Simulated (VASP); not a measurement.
# Sn2Pb (I4/mmm) in VASP: single point with PBE

Aim: the single point of Sn2Pb with PBE.

Everything below comes from runs of VASP 6.6.1. Logs are shortened: lines on timing, memory, paths and dates and some standing lists are left out, and cuts for length are marked.

### Step 1. The cell of the first run

It takes space group I4/mmm (No. 139, tetragonal). Conventional cell: a = 4.023 Å, b = 4.023 Å, c = 10.880 Å, α = 90.00°, β = 90.00°, γ = 90.00°. Sn (site symmetry 4mm) has 9 Sn at 3.25 to 4.02 Å and 5 Pb at 3.44 to 3.50 Å within 4.3 Å. Within 4.5 Å of Pb (site symmetry 4/mmm) lie 10 Sn at 3.44 to 3.50 Å and 4 Pb at 4.02 Å.

The cell was generated, and may not be a known phase.

### Step 2. Single point, PBE

The input, INCAR:

```
PREC = Accurate
ENCUT = 520
EDIFF = 1E-6
ISMEAR = 0
SIGMA = 0.1
LREAL = False
LASPH = True
NELM = 100
ALGO = Fast
ISIF = 2
LWAVE = False
LCHARG = False
GGA = PE
NBANDS = 28
```

The input, KPOINTS:

```
regular mesh
0
Gamma
  12 12 12
```

The input, POSCAR:

```
Sn2Pb
1.0
   -2.0112662397      2.0112662397      5.4398711315
    2.0112662397     -2.0112662397      5.4398711315
    2.0112662397      2.0112662397     -5.4398711315
Sn Pb
2 1
Direct
    0.3220073389      0.3220073389      0.0000000000
    0.6779926611      0.6779926611      0.0000000000
    0.0000000000      0.0000000000      0.0000000000
```

Potentials or basis: VASP PAW PBE potentials, release 64 (Sn_d, Pb_d).

Run with:

```
cat potpaw_PBE.64/Sn_d/POTCAR potpaw_PBE.64/Pb_d/POTCAR > POTCAR
mpirun -np 1 vasp_std > vasp.out
```

OUTCAR:

```text
PREC = Accurate
   ENCUT = 520
   EDIFF = 1E-6
   ISMEAR = 0
   LREAL = False
   LASPH = True
   NELM = 100
   ISIF = 2
   GGA = PE

 ion  position               nearest neighbor table
   1  0.322  0.322  0.000-   2 3.25   2 3.25   2 3.25   2 3.25   3 3.44   3 3.44   3 3.44   3 3.44
                             3 3.50
   2  0.678  0.678  0.000-   1 3.25   1 3.25   1 3.25   1 3.25   3 3.44   3 3.44   3 3.44   3 3.44
                             3 3.50
   3  0.000  0.000  0.000-   2 3.44   2 3.44   2 3.44   1 3.44   2 3.44   1 3.44   1 3.44   1 3.44
                             1 3.50   2 3.50

  LATTYP: Found a body centered tetragonal cell.
 ALAT       =     4.0225324794
 C/A-ratio  =     2.7046996684

  Lattice vectors:

 A1 = (  -2.0112662397,   2.0112662397,   5.4398711315)
 A2 = (   2.0112662397,  -2.0112662397,   5.4398711315)
 A3 = (   2.0112662397,   2.0112662397,  -5.4398711315)

Analysis of symmetry for initial positions (statically):
=====================================================================
 Subroutine PRICEL returns:
 Original cell was already a primitive cell.

 Routine SETGRP: Setting up the symmetry group for a
 body centered tetragonal supercell.

 Subroutine GETGRP returns: Found 16 space group operations
 (whereof 16 operations were pure point group operations)
 out of a pool of 16 trial point group operations.

The static configuration has the point symmetry D_4h.

Analysis of symmetry for dynamics (positions and initial velocities):
=====================================================================
 Subroutine PRICEL returns:
 Original cell was already a primitive cell.

 Routine SETGRP: Setting up the symmetry group for a
 body centered tetragonal supercell.

 Subroutine GETGRP returns: Found 16 space group operations
 (whereof 16 operations were pure point group operations)
 out of a pool of 16 trial point group operations.

The dynamic configuration has the point symmetry D_4h.

 Subroutine INISYM returns: Found 16 space group operations
 (whereof 16 operations are pure point group operations),
 and found     1 'primitive' translations

----------------------------------------------------------------------------------------

                                     Primitive cell

  volume of cell :      88.0213

  direct lattice vectors                    reciprocal lattice vectors
[... 74 lines left out ...]
   dimension x,y,z NGX =    48 NGY =   48 NGZ =   48
   dimension x,y,z NGXF=    96 NGYF=   96 NGZF=   96
   ions per type =               2   1
   NGX,Y,Z   is equivalent  to a cutoff of  13.00, 13.00, 13.00 a.u.
   NGXF,Y,Z  is equivalent  to a cutoff of  26.00, 26.00, 26.00 a.u.
 SYSTEM =  unknown system
   PREC   = accura    normal or accurate (medium, high low for compatibility)
   ISTART =      0    job   : 0-new  1-cont  2-samecut
   ICHARG =      2    charge: 1-file 2-atom 10-const
   ISPIN  =      1    spin polarized calculation?
   LNONCOLLINEAR =      F non collinear calculations
   LSORBIT =      F    spin-orbit coupling
   LASPH  =      T    aspherical Exc in radial PAW
   ENCUT  =  520.0 eV  38.22 Ry    6.18 a.u.  11.41 11.41 11.41*2*pi/ulx,y,z
   NELM   =    100;   NELMIN=  2; NELMDL= -5     # of ELM steps
   EDIFF  = 0.1E-05   stopping-criterion for ELM
   LREAL  =      F    real-space projection
[... 7 lines left out ...]
   TEBEG  =    0.0;   TEEND  =   0.0 temperature during run
   PSTRESS=    0.0 pullay stress
   NELECT =      42.0000    total number of electrons
   NUPDOWN=      -1.0000    fix difference up-down
   EMIN   =  10.00;   EMAX   =-10.00  energy-range for DOS
   EFERMI =   0.00;   METHOD = LEGACY
   ISMEAR =     0;   SIGMA  =   0.10  broadening in eV -4-tet -1-fermi 0-gaus
   EFERMI_NEDOS =   21; number of points for ismear=-14 and -15
   IALGO  =     68    algorithm
   IMIX   =      4    mixing-type and parameters
     AMIX     =   0.40;   BMIX     =  1.00
     AMIX_MAG =   1.60;   BMIX_MAG =  1.00
  volume/ion in A,a.u.               =      29.34       198.00
  Fermi-wavevector in a.u.,A,eV,Ry     =   1.279269  2.417469 22.266346  1.636530
  Thomas-Fermi vector in A             =   2.411765
   LORBIT       =      0    0 simple, 1 ext, 2 COOP (PROOUT), +10 PAW based schemes
   GGA     = PE    functional components
   LHFCALC =     F    Hartree Fock is set to
   AEXX    =    0.0000 exact exchange contribution
   IVDW    =     0    specifies the selected vdW correction
   LEPSILON=     F    determine dielectric tensor
   LRPA    =     F    only Hartree local field effects (RPA)
 non-spin polarized calculation
 RMM-DIIS sequential band-by-band and
 Gauss-broadening in eV      SIGMA  =   0.10
  energy-cutoff  :      520.00
  volume of cell :       88.02
 maximum number of plane-waves:      2405
 NGX is ok and might be reduce to    48
   NGX = 23   NGY = 23   NGZ = 23

 number of electron      42.0000002 magnetization

 Free energy of the ion-electron system (eV)
  ---------------------------------------------------
  ext. energy  EPLUGINS =         0.00000000
  ---------------------------------------------------
  free energy    TOTEN  =       -11.09176657 eV

  energy without entropy =      -11.08242908  energy(sigma->0) =      -11.08709783

 E-fermi :   7.2905     XC(G=0): -10.1142

 val. band max:        7.2849450565   @ k =  -0.2500   0.4167   0.2500
 cond. band min:       7.3082265146   @ k =  -0.4167  -0.4167   0.2500
 fundamental gap:      0.0232814582
 Fermi energy:         7.2904824876

 k-point     1 :       0.0000    0.0000    0.0000
  band No.  band energies     occupation
      1     -14.1602      2.00000
      2     -14.1446      2.00000
      3     -14.1264      2.00000
      4     -14.1264      2.00000
      5     -14.1178      2.00000
      6     -14.0764      2.00000
[... 733 lines left out ...]
     27      12.9946      0.00000
     28      15.5714      0.00000

 [... further k-points ...]
[... 5 lines left out ...]
  --------------------------------------------------------------------------------------
  -------------------------------------------------------------------------------------
  Total       -0.0482190     -0.0482190     -0.0333382      0.0000000      0.0000000      0.0000000
  in kB       -0.8776901     -0.8776901     -0.6068269      0.0000000      0.0000000      0.0000000
  external PRESSURE =      -0.7874024 kB  Pullay stress =       0.0000000 kB

 VOLUME and BASIS-vectors are now :
 -----------------------------------------------------------------------------
  energy-cutoff  :      520.00
  volume of cell :       88.02
      direct lattice vectors                 reciprocal lattice vectors
    -2.011266240  2.011266240  5.439871132     0.000000000  0.248599609  0.091913942
     2.011266240 -2.011266240  5.439871132     0.248599609  0.000000000  0.091913942
     2.011266240  2.011266240 -5.439871132     0.248599609  0.248599609  0.000000000

 POSITION                                       TOTAL-FORCE (eV/Angst)
 -----------------------------------------------------------------------------------
      0.00000      0.00000      3.50336         0.000000     -0.000000     -0.000006
      0.00000      0.00000      7.37639        -0.000000      0.000000      0.000006
      0.00000      0.00000      0.00000         0.000000      0.000000     -0.000000
 -----------------------------------------------------------------------------------
    total drift:                                0.000000      0.000000     -0.000000

  FREE ENERGIE OF THE ION-ELECTRON SYSTEM (eV)
  ---------------------------------------------------
  free  energy   TOTEN  =       -11.0917665693 eV

  energy  without entropy=      -11.0824290839  energy(sigma->0) =      -11.08709783
```

stdout:

```text
POSCAR found type information on POSCAR SnPb
 POSCAR found :  2 types and       3 ions
 scaLAPACK will be used
 LDA part: xc-table for (Slater+PW92), standard interpolation
 POSCAR, INCAR and KPOINTS ok, starting setup
 FFT: planning ... GRIDC
 FFT: planning ... GRID_SOFT
 FFT: planning ... GRID
 WAVECAR not read
 entering main loop
```

Wall time 6.9 min (1 thread of AMD EPYC 9R45 (Zen 5), shared host); peak memory 0.55 GiB.

Results:

```yaml
Free_energy: -11.0918 eV
Pressure: -0.1 GPa
Band_gap_on_the_k_mesh: zero (bands 21 and 22 overlap by 3.58 eV)
```

Caveat: spin-orbit coupling is left out, which moves the levels of the heavy elements.

The gap in the log of VASP goes by the Fermi energy; the results here count the filled bands.